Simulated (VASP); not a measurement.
Input of a VASP 6.6.1 run:

Contents of INCAR:

```
ALGO = Fast
DIPOL = 0.5 0.5 0.328
EDIFF = 1E-7
ENCUT = 520
GGA = PE
IDIPOL = 3
ISIF = 2
ISMEAR = 0
LASPH = True
LCHARG = True
LDIPOL = True
LELF = True
LREAL = Auto
LVACPOTAV = True
LVHAR = True
LWAVE = False
NBANDS = 130
NELM = 80
PREC = Accurate
SIGMA = 0.1
```

The input KPOINTS:

```
k-points
0
Gamma
  4 4 1
```

File POSCAR:

```
W16Cl
1.0
    6.3673983380      0.0000000000      0.0000000000
    0.0000000000      6.3673983380      0.0000000000
    0.0000000000      0.0000000000     20.1425770443
W Cl
16 1
Direct
    0.2500000000      0.2500000000      0.1985843217
    0.2500000000      0.7500000000      0.1985843217
    0.7500000000      0.2500000000      0.1985843217
    0.7500000000      0.7500000000      0.1985843217
    0.0000000000      0.0000000000      0.2776134142
    0.0000000000      0.5000000000      0.2776134142
    0.5000000000      0.0000000000      0.2776134142
    0.5000000000      0.5000000000      0.2776134142
    0.2500000000      0.2500000000      0.3599451664
    0.2500000000      0.7500000000      0.3599451664
    0.7500000000      0.2500000000      0.3599451664
    0.7500000000      0.7500000000      0.3599451664
    0.0000000000      0.0000000000      0.4290700751
    0.0000000000      0.5000000000      0.4290700751
    0.5000000000      0.0000000000      0.4290700751
    0.5000000000      0.5000000000      0.4290700751
    0.1875000000      0.2500000000      0.5186617642
```

Potentials or basis: VASP PAW PBE potentials, release 64 (W_sv, Cl).

Run with:

```bash
$ cat potpaw_PBE.64/W_sv/POTCAR potpaw_PBE.64/Cl/POTCAR > POTCAR
$ mpirun -np 1 vasp_std > vasp.out
```

**Question.** Predict the largest force.

**Answer.** 2.119 eV/Å.

**Question.** What does it give for the band gap on the k mesh?

**Answer.** Zero (an odd number of electrons rules out a gap without spin polarisation).

Forces in eV/Å, atoms in the order of the input:
```
W    0.047  0.000  2.118
W   -0.003  0.000  1.950
W   -0.006  0.000  1.955
W    0.004  0.000  2.032
W   -0.062 -0.057 -1.952
W   -0.062  0.057 -1.952
W    0.027 -0.069 -2.065
W    0.027  0.069 -2.065
W    0.343  0.000 -1.052
W    0.003  0.000 -0.193
W   -0.096  0.000 -0.222
W   -0.477  0.000 -0.317
W    0.543  0.318  0.669
W    0.543 -0.318  0.669
W   -0.314  0.367  0.207
W   -0.314 -0.367  0.207
Cl  -0.201  0.000  0.011
```

Caveat: spin-orbit coupling is left out, which moves the levels of the heavy elements; an odd number of electrons without spin polarisation forces a metal; a magnetic or distorted state may lie lower.
